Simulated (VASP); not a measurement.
# Y (P6_3/mmc) in VASP: single point with r2SCAN

Aim: the single point of Y with r2SCAN.

All numbers are computed with VASP 6.6.1; they aren't measurements. Logs are shortened: lines on timing, memory, paths and dates and some standing lists are left out, and cuts for length are marked.

## Step 1: The cell of the first run

It takes space group P6_3/mmc (No. 194, hexagonal). The conventional cell has a = 3.651 Å, b = 3.651 Å, c = 5.747 Å, α = 90.00°, β = 90.00°, γ = 120.00°. Within 4.7 Å of Y (site symmetry -6m2) lie 12 Y at 3.56 to 3.65 Å.

## Step 2: Single point, r2SCAN

File POSCAR:

```
Y
1.0
    3.6514992371      0.0000000000      0.0000000000
   -1.8257496185      3.1622911012      0.0000000000
    0.0000000000      0.0000000000      5.7474000000
Y
2
Direct
    0.3333333333      0.6666666667      0.2500000000
    0.6666666667      0.3333333333      0.7500000000
```

File INCAR.step1:

```
SYSTEM = Y
  PREC = Accurate
  ENCUT = 520
  ISMEAR = 0
  SIGMA = 0.1
  LREAL = .FALSE.
  LASPH = .TRUE.
  NELM = 60
  NBANDS = 18
  GGA = PE
  ALGO = Normal
  EDIFF = 1E-4
  LWAVE = .TRUE.
  LCHARG = .FALSE.
```

File INCAR.step2:

```
SYSTEM = Y
  PREC = Accurate
  ENCUT = 520
  EDIFF = 1E-6
  ISMEAR = 0
  SIGMA = 0.1
  LREAL = .FALSE.
  LASPH = .TRUE.
  NELM = 60
  ALGO = Normal
  ISIF = 2
  LWAVE = .FALSE.
  LCHARG = .FALSE.
  METAGGA = R2SCAN
  LMIXTAU = .TRUE.
  NBANDS = 18
  ISTART = 1
```

File KPOINTS:

```
Automatic mesh
0
G
  6 6 4
  0 0 0
```

Potentials or basis: VASP PAW PBE potentials, release 64 (Y_sv).

Command:

```
$ cat potpaw_PBE.64/Y_sv/POTCAR > POTCAR
$ cp INCAR.step1 INCAR
$ mpirun -np 1 vasp_std > vasp.out
$ cp INCAR.step2 INCAR
$ mpirun -np 1 vasp_std > vasp.out
```

OUTCAR:

```text
SYSTEM = Y
   PREC = Accurate
   ENCUT = 520
   EDIFF = 1E-6
   ISMEAR = 0
   LREAL = .FALSE.
   LASPH = .TRUE.
   NELM = 60
   ISIF = 2
   METAGGA = R2SCAN
   ISTART = 1

 ion  position               nearest neighbor table
   1  0.333  0.667  0.250-   2 3.56   2 3.56   2 3.56   2 3.56   2 3.56   2 3.56
   2  0.667  0.333  0.750-   1 3.56   1 3.56   1 3.56   1 3.56   1 3.56   1 3.56

  LATTYP: Found a hexagonal cell.
 ALAT       =     3.6514992371
 C/A-ratio  =     1.5739836234

  Lattice vectors:

 A1 = (   3.6514992371,   0.0000000000,   0.0000000000)
 A2 = (  -1.8257496185,   3.1622911012,   0.0000000000)
 A3 = (   0.0000000000,   0.0000000000,   5.7474000000)

Analysis of symmetry for initial positions (statically):
=====================================================================
 Subroutine PRICEL returns:
 Original cell was already a primitive cell.

 Routine SETGRP: Setting up the symmetry group for a
 hexagonal supercell.

 Subroutine GETGRP returns: Found 24 space group operations
 (whereof 12 operations were pure point group operations)
 out of a pool of 24 trial point group operations.

The static configuration has the point symmetry D_3d.
 The point group associated with its full space group is D_6h.

Analysis of symmetry for dynamics (positions and initial velocities):
=====================================================================
 Subroutine PRICEL returns:
 Original cell was already a primitive cell.

 Routine SETGRP: Setting up the symmetry group for a
 hexagonal supercell.

 Subroutine GETGRP returns: Found 24 space group operations
 (whereof 12 operations were pure point group operations)
 out of a pool of 24 trial point group operations.

The dynamic configuration has the point symmetry D_3d.
 The point group associated with its full space group is D_6h.

 Subroutine INISYM returns: Found 24 space group operations
 (whereof 12 operations are pure point group operations),
 and found     1 'primitive' translations

----------------------------------------------------------------------------------------

                                     Primitive cell

  volume of cell :      66.3658

  direct lattice vectors                    reciprocal lattice vectors
     3.651499237  0.000000000  0.000000000     0.273860115  0.158113211  0.000000000
    -1.825749618  3.162291101  0.000000000     0.000000000  0.316226422  0.000000000
     0.000000000  0.000000000  5.747400000     0.000000000  0.000000000  0.173991718

  length of vectors
     3.651499237  3.651499237  5.747400000     0.316226422  0.316226422  0.173991718

  position of ions in fractional coordinates (direct lattice)
     0.333333333  0.666666667  0.250000000
     0.666666667  0.333333333  0.750000000

  ion indices of the primitive-cell ions
   primitive index   ion index
                 1           1
                 2           2

----------------------------------------------------------------------------------------

 KPOINTS: Automatic mesh

Automatic generation of k-mesh.
 Grid dimensions read from file:
 generate k-points for:    6    6    4

 Generating k-lattice:

  Cartesian coordinates                     Fractional coordinates (reciprocal lattice)
     0.045643352  0.026352202  0.000000000     0.166666667  0.000000000  0.000000000
     0.000000000  0.052704404  0.000000000     0.000000000  0.166666667  0.000000000
     0.000000000  0.000000000  0.043497929     0.000000000  0.000000000  0.250000000

  Length of vectors
     0.052704404  0.052704404  0.043497929

  Shift w.r.t. Gamma in fractional coordinates (k-lattice)
     0.000000000  0.000000000  0.000000000

 Subroutine IBZKPT returns following result:
 ===========================================

 Found     21 irreducible k-points:

 Following reciprocal coordinates:
            Coordinates               Weight
  0.000000  0.000000  0.000000      1.000000
  0.166667 -0.000000  0.000000      6.000000
  0.333333 -0.000000  0.000000      6.000000
  0.500000 -0.000000  0.000000      3.000000
  0.166667  0.166667  0.000000      6.000000
  0.333333  0.166667  0.000000     12.000000
[... 13 lines left out ...]
  0.333333  0.166667  0.500000     12.000000
  0.333333  0.333333  0.500000      2.000000
   k-points           NKPTS =     21   k-points in BZ     NKDIM =     21   number of bands    NBANDS=     18
   number of dos      NEDOS =    301   number of ions     NIONS =      2
   total plane-waves  NPLWV =  37632
   dimension x,y,z NGX =    28 NGY =   28 NGZ =   48
   dimension x,y,z NGXF=    56 NGYF=   56 NGZF=   96
   ions per type =               2
   NGX,Y,Z   is equivalent  to a cutoff of  12.75, 12.75, 13.88 a.u.
   NGXF,Y,Z  is equivalent  to a cutoff of  25.50, 25.50, 27.77 a.u.
 SYSTEM =  Y
   PREC   = accura    normal or accurate (medium, high low for compatibility)
   ISTART =      1    job   : 0-new  1-cont  2-samecut
   ICHARG =      0    charge: 1-file 2-atom 10-const
   ISPIN  =      1    spin polarized calculation?
   LNONCOLLINEAR =      F non collinear calculations
   LSORBIT =      F    spin-orbit coupling
   LASPH  =      T    aspherical Exc in radial PAW
   ENCUT  =  520.0 eV  38.22 Ry    6.18 a.u.   6.79  6.79 10.69*2*pi/ulx,y,z
   NELM   =     60;   NELMIN=  2; NELMDL=  0     # of ELM steps
   EDIFF  = 0.1E-05   stopping-criterion for ELM
   LREAL  =      F    real-space projection
   EDIFFG = 0.1E-04   stopping-criterion for IOM
   NSW    =      0    number of steps for IOM
   IBRION =     -1    ionic relax: 0-MD 1-quasi-New 2-CG
   NFREE  =      0    steps in history (QN), initial steepest desc. (CG)
   ISIF   =      2    stress and relaxation
   ISYM   =      2    0-nonsym 1-usesym 2-fastsym
   POTIM  = 0.5000    time-step for ionic-motion
   TEBEG  =    0.0;   TEEND  =   0.0 temperature during run
   PSTRESS=    0.0 pullay stress
   NELECT =      22.0000    total number of electrons
   NUPDOWN=      -1.0000    fix difference up-down
   EMIN   =  10.00;   EMAX   =-10.00  energy-range for DOS
   EFERMI =   0.00;   METHOD = LEGACY
   ISMEAR =     0;   SIGMA  =   0.10  broadening in eV -4-tet -1-fermi 0-gaus
   EFERMI_NEDOS =   21; number of points for ismear=-14 and -15
   IALGO  =     38    algorithm
   IMIX   =      4    mixing-type and parameters
     AMIX     =   0.40;   BMIX     =  1.00
     AMIX_MAG =   1.60;   BMIX_MAG =  1.00
  volume/ion in A,a.u.               =      33.18       223.93
  Fermi-wavevector in a.u.,A,eV,Ry     =   1.133011  2.141081 17.465997  1.283715
  Thomas-Fermi vector in A             =   2.269713
   LORBIT       =      0    0 simple, 1 ext, 2 COOP (PROOUT), +10 PAW based schemes
   METAGGA = R2SCAN    functional components
   LHFCALC =     F    Hartree Fock is set to
   AEXX    =    0.0000 exact exchange contribution
   IVDW    =     0    specifies the selected vdW correction
   LEPSILON=     F    determine dielectric tensor
   LRPA    =     F    only Hartree local field effects (RPA)
 non-spin polarized calculation
 Gauss-broadening in eV      SIGMA  =   0.10
  energy-cutoff  :      520.00
  volume of cell :       66.37
 maximum number of plane-waves:      1818
 NGX is ok and might be reduce to    28
   NGX = 13   NGY = 13   NGZ = 21

 number of electron      22.0000001 magnetization

 Free energy of the ion-electron system (eV)
  ---------------------------------------------------
  ext. energy  EPLUGINS =         0.00000000
  ---------------------------------------------------
  free energy    TOTEN  =       -40.56583373 eV

  energy without entropy =      -40.55181382  energy(sigma->0) =      -40.55882377

 E-fermi :   3.0319     XC(G=0): -10.0281

 val. band max:        2.9572802559   @ k =   0.3333   0.1667   0.2500
 cond. band min:       3.0706306904   @ k =   0.5000  -0.0000   0.5000
 fundamental gap:      0.1133504345
 Fermi energy:         3.0318812032

 k-point     1 :       0.0000    0.0000    0.0000
  band No.  band energies     occupation
      1     -41.2208      2.00000
      2     -41.1454      2.00000
      3     -20.8434      2.00000
      4     -20.3595      2.00000
      5     -20.3595      2.00000
      6     -20.2728      2.00000
[... 10 lines left out ...]
     17       6.1162      0.00000
     18       6.1162      0.00000

 k-point     2 :       0.1667   -0.0000    0.0000
  band No.  band energies     occupation
      1     -41.2071      2.00000
      2     -41.1407      2.00000
      3     -20.7946      2.00000
      4     -20.4557      2.00000
      5     -20.3912      2.00000
      6     -20.3716      2.00000
[... 10 lines left out ...]
     17       5.9504      0.00000
     18       6.1417      0.00000

 k-point     3 :       0.3333   -0.0000    0.0000
  band No.  band energies     occupation
      1     -41.1770      2.00000
      2     -41.1337      2.00000
      3     -20.6757      2.00000
      4     -20.6501      2.00000
      5     -20.5560      2.00000
      6     -20.4500      2.00000
[... 10 lines left out ...]
     17       7.1319      0.00000
     18       7.4883      0.00000

 k-point     4 :       0.5000   -0.0000    0.0000
  band No.  band energies     occupation
      1     -41.1584      2.00000
      2     -41.1338      2.00000
      3     -20.7472      2.00000
      4     -20.6431      2.00000
      5     -20.5871      2.00000
      6     -20.4781      2.00000
[... 312 lines left out ...]
      4     -20.6616      2.00000
      5     -20.4192      2.00000
      6     -20.4192      2.00000
[... 10 lines left out ...]
     17       7.5436      0.00000
     18       7.5436      0.00000

 k-point    20 :       0.3333    0.1667    0.5000
  band No.  band energies     occupation
      1     -41.1461      2.00000
      2     -41.1461      2.00000
      3     -20.7481      2.00000
      4     -20.7481      2.00000
      5     -20.4856      2.00000
      6     -20.4856      2.00000
[... 10 lines left out ...]
     17       8.1173      0.00000
     18       8.1173      0.00000

 k-point    21 :       0.3333    0.3333    0.5000
  band No.  band energies     occupation
      1     -41.1414      2.00000
      2     -41.1414      2.00000
      3     -20.7195      2.00000
      4     -20.7195      2.00000
      5     -20.5778      2.00000
      6     -20.5778      2.00000
[... 10 lines left out ...]
     17       7.8499      0.00000
     18       7.8499      0.00000

------------------------ aborting loop because EDIFF is reached ----------------------------------------

  FORCE on cell =-STRESS in cart. coord.  units (eV):
  Direction    XX          YY          ZZ          XY          YZ          ZX
  --------------------------------------------------------------------------------------
  -------------------------------------------------------------------------------------
  Total        0.4317470      0.4317470     -0.2824832      0.0000000      0.0000000     -0.0000000
  in kB       10.4230657     10.4230657     -6.8195976      0.0000000      0.0000000     -0.0000000
  external PRESSURE =       4.6755113 kB  Pullay stress =       0.0000000 kB

 VOLUME and BASIS-vectors are now :
 -----------------------------------------------------------------------------
  energy-cutoff  :      520.00
  volume of cell :       66.37
      direct lattice vectors                 reciprocal lattice vectors
     3.651499237  0.000000000  0.000000000     0.273860115  0.158113211  0.000000000
    -1.825749618  3.162291101  0.000000000     0.000000000  0.316226422  0.000000000
     0.000000000  0.000000000  5.747400000     0.000000000  0.000000000  0.173991718

 POSITION                                       TOTAL-FORCE (eV/Angst)
 -----------------------------------------------------------------------------------
     -0.00000      2.10819      1.43685         0.000000     -0.000000      0.000000
      1.82575      1.05410      4.31055        -0.000000      0.000000      0.000000
 -----------------------------------------------------------------------------------
    total drift:                                0.000000     -0.000000      0.000000

  FREE ENERGIE OF THE ION-ELECTRON SYSTEM (eV)
  ---------------------------------------------------
  free  energy   TOTEN  =       -40.5658337275 eV

  energy  without entropy=      -40.5518138184  energy(sigma->0) =      -40.55882377
```

It took 81 s on 1 thread of Intel Xeon Platinum 8488C (Sapphire Rapids), shared host; peak memory 0.21 GiB.

What came out:

| Quantity | Value |
| --- | --- |
| Free energy | -40.5658 eV |
| Pressure | 0.5 GPa |
| Band gap on the k mesh | zero (band 11 reaches 4.04 eV, above the bottom of band 12 at 2.45 eV) |

Stress tensor (GPa, compression positive):
```
 1.04  0.00  0.00
 0.00  1.04  0.00
 0.00  0.00 -0.68
```

Caveat: the PAW data sets were made with another functional, which shifts forces and pressure a little.
